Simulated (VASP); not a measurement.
# B (P6_3/mmc) in VASP: a series of runs

The runs below take B through single point, relaxation of cell and atoms, with PBEsol.

Everything below comes from runs of VASP 6.6.1. Logs are shortened: lines on timing, memory, paths and dates and some standing lists are left out, and cuts for length are marked.

### Step 1. The cell of the first run

The structure is hexagonal, space group P6_3/mmc (No. 194). The conventional cell has a = 2.987 Å, b = 2.987 Å, c = 3.967 Å, α = 90.00°, β = 90.00°, γ = 120.00°. Within 2.3 Å of B (site symmetry -6m2) lie 5 B at 1.72 to 1.98 Å. Within 2.3 Å of B (site symmetry -6m2) lie 3 B at 1.72 Å.

### Step 2. Single point, PBEsol

File INCAR:

```
PREC = Accurate
ENCUT = 520
EDIFF = 1E-6
ISMEAR = 0
SIGMA = 0.1
LREAL = False
LASPH = True
NELM = 80
ALGO = Fast
ISIF = 2
LWAVE = False
LCHARG = True
GGA = PS
LELF = True
LVHAR = True
NBANDS = 14
```

File KPOINTS:

```
regular mesh
0
Gamma
  18 18 10
```

File POSCAR:

```
B
1.0
    2.9866962694      0.0000000000      0.0000000000
   -1.4933481347      2.5865548427      0.0000000000
    0.0000000000      0.0000000000      3.9667873491
B
4
Direct
    0.0000000000      0.0000000000      0.2500000000
    0.0000000000      0.0000000000      0.7500000000
    0.3333333333      0.6666666667      0.2500000000
    0.6666666667      0.3333333333      0.7500000000
```

Potentials or basis: VASP PAW PBE potentials, release 64 (B).

On the command line:

```sh
$ cat potpaw_PBE.64/B/POTCAR > POTCAR
$ mpirun -np 1 vasp_std > vasp.out
```

OUTCAR:

```text
PREC = Accurate
   ENCUT = 520
   EDIFF = 1E-6
   ISMEAR = 0
   LREAL = False
   LASPH = True
   NELM = 80
   ISIF = 2
   GGA = PS

 ion  position               nearest neighbor table
   1  0.000  0.000  0.250-   3 1.72   3 1.72   3 1.72   2 1.98   2 1.98
   2  0.000  0.000  0.750-   4 1.72   4 1.72   4 1.72   1 1.98   1 1.98
   3  0.333  0.667  0.250-   1 1.72   1 1.72   1 1.72
   4  0.667  0.333  0.750-   2 1.72   2 1.72   2 1.72

  LATTYP: Found a hexagonal cell.
 ALAT       =     2.9866962694
 C/A-ratio  =     1.3281522429

  Lattice vectors:

 A1 = (   2.9866962694,   0.0000000000,   0.0000000000)
 A2 = (  -1.4933481347,   2.5865548427,   0.0000000000)
 A3 = (   0.0000000000,   0.0000000000,   3.9667873491)

Analysis of symmetry for initial positions (statically):
=====================================================================
 Subroutine PRICEL returns:
 Original cell was already a primitive cell.

 Routine SETGRP: Setting up the symmetry group for a
 hexagonal supercell.

 Subroutine GETGRP returns: Found 24 space group operations
 (whereof 12 operations were pure point group operations)
 out of a pool of 24 trial point group operations.

The static configuration has the point symmetry D_3d.
 The point group associated with its full space group is D_6h.

Analysis of symmetry for dynamics (positions and initial velocities):
=====================================================================
 Subroutine PRICEL returns:
 Original cell was already a primitive cell.

 Routine SETGRP: Setting up the symmetry group for a
 hexagonal supercell.

 Subroutine GETGRP returns: Found 24 space group operations
 (whereof 12 operations were pure point group operations)
 out of a pool of 24 trial point group operations.

The dynamic configuration has the point symmetry D_3d.
 The point group associated with its full space group is D_6h.

 Subroutine INISYM returns: Found 24 space group operations
 (whereof 12 operations are pure point group operations),
 and found     1 'primitive' translations

----------------------------------------------------------------------------------------

                                     Primitive cell

  volume of cell :      30.6444

  direct lattice vectors                    reciprocal lattice vectors
     2.986696269  0.000000000  0.000000000     0.334818110  0.193307326  0.000000000
    -1.493348135  2.586554843  0.000000000     0.000000000  0.386614652  0.000000000
     0.000000000  0.000000000  3.966787349     0.000000000  0.000000000  0.252093171

  length of vectors
     2.986696269  2.986696269  3.966787349     0.386614652  0.386614652  0.252093171

  position of ions in fractional coordinates (direct lattice)
     0.000000000  0.000000000  0.250000000
     0.000000000  0.000000000  0.750000000
     0.333333333  0.666666667  0.250000000
     0.666666667  0.333333333  0.750000000

  ion indices of the primitive-cell ions
   primitive index   ion index
                 1           1
                 2           2
                 3           3
                 4           4

----------------------------------------------------------------------------------------

 KPOINTS: regular mesh

Automatic generation of k-mesh.
 Grid dimensions read from file:
 generate k-points for:   18   18   10

 Generating k-lattice:

  Cartesian coordinates                     Fractional coordinates (reciprocal lattice)
     0.018601006  0.010739296  0.000000000     0.055555556  0.000000000  0.000000000
     0.000000000  0.021478592  0.000000000     0.000000000  0.055555556  0.000000000
     0.000000000  0.000000000  0.025209317     0.000000000  0.000000000  0.100000000

  Length of vectors
     0.021478592  0.021478592  0.025209317

  Shift w.r.t. Gamma in fractional coordinates (k-lattice)
     0.000000000  0.000000000  0.000000000

 Subroutine IBZKPT returns following result:
 ===========================================

 Found    222 irreducible k-points:

 Following reciprocal coordinates:
            Coordinates               Weight
  0.000000  0.000000  0.000000      1.000000
  0.055556  0.000000  0.000000      6.000000
  0.111111  0.000000  0.000000      6.000000
  0.166667 -0.000000  0.000000      6.000000
  0.222222  0.000000  0.000000      6.000000
  0.277778  0.000000  0.000000      6.000000
[... 16 lines left out ...]
  0.333333  0.111111  0.000000     12.000000
  0.388889  0.111111  0.000000     12.000000
 [... further k-points ...]
   k-points           NKPTS =    222   k-points in BZ     NKDIM =    222   number of bands    NBANDS=     14
   number of dos      NEDOS =    301   number of ions     NIONS =      4
   total plane-waves  NPLWV =  17280
   dimension x,y,z NGX =    24 NGY =   24 NGZ =   30
   dimension x,y,z NGXF=    48 NGYF=   48 NGZF=   60
   ions per type =               4
   NGX,Y,Z   is equivalent  to a cutoff of  13.36, 13.36, 12.57 a.u.
   NGXF,Y,Z  is equivalent  to a cutoff of  26.72, 26.72, 25.15 a.u.
 SYSTEM =  unknown system
   PREC   = accura    normal or accurate (medium, high low for compatibility)
   ISTART =      0    job   : 0-new  1-cont  2-samecut
   ICHARG =      2    charge: 1-file 2-atom 10-const
   ISPIN  =      1    spin polarized calculation?
   LNONCOLLINEAR =      F non collinear calculations
   LSORBIT =      F    spin-orbit coupling
   LASPH  =      T    aspherical Exc in radial PAW
   ENCUT  =  520.0 eV  38.22 Ry    6.18 a.u.   5.55  5.55  7.38*2*pi/ulx,y,z
   NELM   =     80;   NELMIN=  2; NELMDL= -5     # of ELM steps
   EDIFF  = 0.1E-05   stopping-criterion for ELM
   LREAL  =      F    real-space projection
   EDIFFG = 0.1E-04   stopping-criterion for IOM
   NSW    =      0    number of steps for IOM
   IBRION =     -1    ionic relax: 0-MD 1-quasi-New 2-CG
   NFREE  =      0    steps in history (QN), initial steepest desc. (CG)
   ISIF   =      2    stress and relaxation
   ISYM   =      2    0-nonsym 1-usesym 2-fastsym
   POTIM  = 0.5000    time-step for ionic-motion
   TEBEG  =    0.0;   TEEND  =   0.0 temperature during run
   PSTRESS=    0.0 pullay stress
   NELECT =      12.0000    total number of electrons
   NUPDOWN=      -1.0000    fix difference up-down
   EMIN   =  10.00;   EMAX   =-10.00  energy-range for DOS
   EFERMI =   0.00;   METHOD = LEGACY
   ISMEAR =     0;   SIGMA  =   0.10  broadening in eV -4-tet -1-fermi 0-gaus
   EFERMI_NEDOS =   21; number of points for ismear=-14 and -15
   IALGO  =     68    algorithm
   IMIX   =      4    mixing-type and parameters
     AMIX     =   0.40;   BMIX     =  1.00
     AMIX_MAG =   1.60;   BMIX_MAG =  1.00
  volume/ion in A,a.u.               =       7.66        51.70
  Fermi-wavevector in a.u.,A,eV,Ry     =   1.197709  2.263342 19.517654  1.434507
  Thomas-Fermi vector in A             =   2.333617
   LORBIT       =      0    0 simple, 1 ext, 2 COOP (PROOUT), +10 PAW based schemes
   GGA     = PS    functional components
   LHFCALC =     F    Hartree Fock is set to
   AEXX    =    0.0000 exact exchange contribution
   IVDW    =     0    specifies the selected vdW correction
   LEPSILON=     F    determine dielectric tensor
   LRPA    =     F    only Hartree local field effects (RPA)
 non-spin polarized calculation
 RMM-DIIS sequential band-by-band and
 Gauss-broadening in eV      SIGMA  =   0.10
  energy-cutoff  :      520.00
  volume of cell :       30.64
 maximum number of plane-waves:       855
 NGX is ok and might be reduce to    24
   NGX = 11   NGY = 11   NGZ = 15

 number of electron      12.0000000 magnetization

 Free energy of the ion-electron system (eV)
  ---------------------------------------------------
  ext. energy  EPLUGINS =         0.00000000
  ---------------------------------------------------
  free energy    TOTEN  =       -24.54078370 eV

  energy without entropy =      -24.53507326  energy(sigma->0) =      -24.53792848

 E-fermi :   5.5018     XC(G=0): -11.6914

 val. band max:        5.4790761136   @ k =   0.2222   0.1111   0.3000
 cond. band min:       5.5031529029   @ k =   0.4444   0.0556   0.2000
 fundamental gap:      0.0240767893
 Fermi energy:         5.5018220089

 k-point     1 :       0.0000    0.0000    0.0000
  band No.  band energies     occupation
      1      -8.9046      2.00000
      2      -1.6628      2.00000
      3      -0.7265      2.00000
      4       5.0134      2.00000
      5       5.0134      2.00000
      6       6.8198      0.00000
      7       6.8198      0.00000
      8      13.0113      0.00000
      9      13.2755      0.00000
     10      13.3855      0.00000
     11      13.3855      0.00000
     12      13.4182      0.00000
     13      15.4004      0.00000
     14      15.4004      0.00000

 k-point     2 :       0.0556    0.0000    0.0000
  band No.  band energies     occupation
      1      -8.8497      2.00000
      2      -1.6013      2.00000
      3      -0.6859      2.00000
      4       4.6248      2.00000
      5       4.7793      2.00000
      6       6.8218      0.00000
      7       6.9355      0.00000
      8      12.8043      0.00000
      9      13.0541      0.00000
     10      13.2006      0.00000
     11      13.4296      0.00000
     12      13.6299      0.00000
     13      15.6399      0.00000
     14      15.7015      0.00000

 k-point     3 :       0.1111    0.0000    0.0000
  band No.  band energies     occupation
      1      -8.6852      2.00000
      2      -1.4174      2.00000
      3      -0.5644      2.00000
      4       3.6994      2.00000
      5       4.2658      2.00000
      6       6.6912      0.00000
      7       7.0882      0.00000
      8      12.2064      0.00000
      9      12.3546      0.00000
     10      12.9888      0.00000
     11      13.6971      0.00000
     12      14.2086      0.00000
     13      16.1542      0.00000
     14      16.4693      0.00000

 k-point     4 :       0.1667   -0.0000    0.0000
  band No.  band energies     occupation
      1      -8.4116      2.00000
      2      -1.1131      2.00000
      3      -0.3639      2.00000
      4       2.5351      2.00000
      5       3.6884      2.00000
      6       6.3506      0.00000
      7       7.0900      0.00000
      8      11.2806      0.00000
      9      11.6005      0.00000
     10      12.6898      0.00000
     11      14.3336      0.00000
     12      15.0091      0.00000
     13      16.7360      0.00000
     14      17.5154      0.00000

 k-point     5 :       0.2222    0.0000    0.0000
  band No.  band energies     occupation
      1      -8.0297      2.00000
      2      -0.6924      2.00000
      3      -0.0921      2.00000
      4       1.2926      2.00000
      5       3.1412      2.00000
      6       5.8432      0.00000
      7       6.9435      0.00000
      8      10.1353      0.00000
      9      10.9088      0.00000
     10      12.3603      0.00000
     11      15.3262      0.00000
[... 276 lines left out ...]
 k-point    22 :       0.2778    0.1111    0.0000
  band No.  band energies     occupation
      1      -6.7872      2.00000
      2      -1.1118      2.00000
      3       0.6274      2.00000
      4       0.7769      2.00000
      5       1.3902      2.00000
      6       4.7493      2.00000
      7       6.0751      0.00000
      8       7.7332      0.00000
      9      10.8365      0.00000
     10      11.0199      0.00000
     11      15.7591      0.00000
     12      18.4809      0.00000
     13      19.7612      0.00000
     14      20.3869      0.00000

 k-point    23 :       0.3333    0.1111    0.0000
  band No.  band energies     occupation
      1      -6.0977      2.00000
      2      -2.2403      2.00000
      3       0.8945      2.00000
      4       1.2956      2.00000
      5       1.4950      2.00000
      6       4.0280      2.00000
      7       5.8945      0.00000
      8       6.6290      0.00000
      9      10.5621      0.00000
     10      10.7295      0.00000
     11      17.1613      0.00000
     12      18.6565      0.00000
     13      19.9192      0.00000
     14      20.8198      0.00000

 k-point    24 :       0.3889    0.1111    0.0000
  band No.  band energies     occupation
      1      -5.3311      2.00000
      2      -3.2784      2.00000
      3       0.7847      2.00000
      4       1.9110      2.00000
      5       2.0035      2.00000
      6       3.3207      2.00000
      7       5.7368      0.00089
      8       5.7785      0.00009
      9      10.3970      0.00000
     10      10.5561      0.00000
     11      18.5721      0.00000
     12      18.7850      0.00000
     13      20.0966      0.00000
     14      20.5324      0.00000

 [... further k-points ...]

------------------------ aborting loop because EDIFF is reached ----------------------------------------

  FORCE on cell =-STRESS in cart. coord.  units (eV):
  Direction    XX          YY          ZZ          XY          YZ          ZX
  --------------------------------------------------------------------------------------
  -------------------------------------------------------------------------------------
  Total        0.0674511      0.0674511      0.0175855      0.0000000      0.0000000      0.0000000
  in kB        3.5265323      3.5265323      0.9194189      0.0000000      0.0000000      0.0000000
  external PRESSURE =       2.6574945 kB  Pullay stress =       0.0000000 kB

 VOLUME and BASIS-vectors are now :
 -----------------------------------------------------------------------------
  energy-cutoff  :      520.00
  volume of cell :       30.64
      direct lattice vectors                 reciprocal lattice vectors
     2.986696269  0.000000000  0.000000000     0.334818110  0.193307326  0.000000000
    -1.493348135  2.586554843  0.000000000     0.000000000  0.386614652  0.000000000
     0.000000000  0.000000000  3.966787349     0.000000000  0.000000000  0.252093171

 POSITION                                       TOTAL-FORCE (eV/Angst)
 -----------------------------------------------------------------------------------
      0.00000      0.00000      0.99170        -0.000000      0.000000     -0.000000
      0.00000      0.00000      2.97509         0.000000     -0.000000     -0.000000
     -0.00000      1.72437      0.99170         0.000000      0.000000      0.000000
      1.49335      0.86218      2.97509        -0.000000      0.000000     -0.000000
 -----------------------------------------------------------------------------------
    total drift:                               -0.000000      0.000000     -0.000000

  FREE ENERGIE OF THE ION-ELECTRON SYSTEM (eV)
  ---------------------------------------------------
  free  energy   TOTEN  =       -24.5407836957 eV

  energy  without entropy=      -24.5350732614  energy(sigma->0) =      -24.53792848
```

Run time: 58 s. Hardware: 1 thread of Intel Xeon Platinum 8259CL at 2.50GHz (Skylake/Cascade Lake), shared host; peak memory 0.19 GiB.

What came out:

```
Free energy            : -24.5408 eV
Pressure               : 0.3 GPa
Band gap on the k mesh : zero (band 6 reaches 6.82 eV, above the bottom of band 7 at 3.53 eV)
```

Levels at points of the mesh, in eV from the Fermi level:
| k point | band 4 | band 5 | band 6 | band 7 | band 8 | band 9 |
| --- | --- | --- | --- | --- | --- | --- |
| (0.00, 0.00, 0.00) | -0.49 | -0.49 | 1.32 | 1.32 | 7.51 | 7.77 |
| (0.50, 0.00, 0.00) | -3.44 | -3.25 | -2.85 | -0.33 | 0.66 | 3.80 |
| (0.00, 0.00, 0.50) | 0.59 | 0.59 | 0.59 | 2.08 | 2.08 | 7.60 |
| (0.50, 0.00, 0.50) | -7.64 | -1.99 | -1.99 | 3.49 | 3.49 | 4.74 |

Caveat: the PAW data sets were made with another functional, which shifts forces and pressure a little.

### Step 3. Relaxation of cell and atoms, PBEsol

This run uses another cell than the first one, of 7.74 Å³/atom, 1.010 times its volume.

File INCAR:

```
PREC = Accurate
ENCUT = 600
EDIFF = 1E-7
ISMEAR = 0
SIGMA = 0.1
LREAL = F
LASPH = T
NELM = 80
ALGO = Normal
ISIF = 3
LWAVE = F
LCHARG = F
GGA = PS
IBRION = 2
NSW = 80
EDIFFG = -0.01
```

File KPOINTS:

```
Automatic mesh
0
Gamma
  18 18 10
```

File POSCAR:

```
B
1.0
    2.9804688896      0.0000000000      0.0000000000
   -1.4902344448      2.5811617736      0.0000000000
    0.0000000000      0.0000000000      4.0237858086
B
4
Direct
    0.0000000000      0.0000000000      0.2500000000
    0.0000000000      0.0000000000      0.7500000000
    0.3333333333      0.6666666667      0.2500000000
    0.6666666667      0.3333333333      0.7500000000
```

Potentials or basis: VASP PAW PBE potentials, release 64 (B).

On the command line:

```sh
$ cat potpaw_PBE.64/B/POTCAR > POTCAR
$ mpirun -np 1 vasp_std > vasp.out
```

Wall time 2.2 min (1 thread of Intel Xeon Platinum 8259CL at 2.50GHz (Skylake/Cascade Lake), shared host); peak memory 0.19 GiB.

It converged, with:

```yaml
Free_energy: -24.5438 eV
Relaxed_volume: 7.67 Å³/atom
Relaxed_cell: a = 2.988 Å, b = 2.988 Å, c = 3.967 Å, α = 90.00°, β = 90.00°, γ = 120.00°
Space_group_after_relaxing_to_0.05_Å: P6_3/mmc (No. 194)
Energy_gained_by_relaxing: 1.6 meV/atom
Ionic_steps: 5
Pressure_after_relaxing: 0.0 GPa
Band_gap_on_the_k_mesh: zero (band 6 reaches 6.81 eV, above the bottom of band 7 at 3.53 eV)
```

Stress tensor (GPa, compression positive):
```
-0.06  0.00  0.00
 0.00 -0.06  0.00
 0.00  0.00  0.05
```

The path:
| step | energy change (eV) | largest force (eV/Å) | pressure (GPa) | volume (Å³) |
| --- | --- | --- | --- | --- |
| 1 | 0.0000 | 0.0000 | -0.05 | 30.96 |
| 2 | -0.0052 | 0.0000 | -1.37 | 30.94 |
| 3 | -0.0052 | 0.0000 | -1.41 | 30.94 |
| 4 | -0.0064 | 0.0000 | 0.20 | 30.63 |
| 5 | -0.0064 | 0.0000 | -0.02 | 30.68 |

Final structure:
```xyz
4
Lattice="2.9882 0.0000 0.0000 -1.4941 2.5879 0.0000 0.0000 0.0000 3.9668" Properties=species:S:1:pos:R:3 pbc="T T T"
B     0.0000    0.0000    0.9917
B     0.0000    0.0000    2.9751
B     0.0000    1.7253    0.9917
B     1.4941    0.8626    2.9751
```

Levels at points of the mesh, in eV from the Fermi level:
| k point | band 2 | band 3 | band 4 | band 5 | band 6 | band 7 | band 8 | band 9 | band 10 |
| --- | --- | --- | --- | --- | --- | --- | --- | --- | --- |
| (0.00, 0.00, 0.00) | -7.16 | -6.22 | -0.49 | -0.49 | 1.31 | 1.31 | 7.49 | 7.77 | 7.88 |
| (0.50, 0.00, 0.00) | -9.61 | -3.73 | -3.44 | -3.25 | -2.85 | -0.33 | 0.66 | 3.79 | 5.89 |
| (0.00, 0.00, 0.50) | -12.46 | 0.59 | 0.59 | 0.59 | 0.59 | 2.08 | 2.08 | 7.59 | 7.59 |
| (0.50, 0.00, 0.50) | -8.55 | -7.64 | -7.64 | -1.99 | -1.99 | 3.48 | 3.48 | 4.74 | 4.74 |

Caveat: the PAW data sets were made with another functional, which shifts forces and pressure a little.
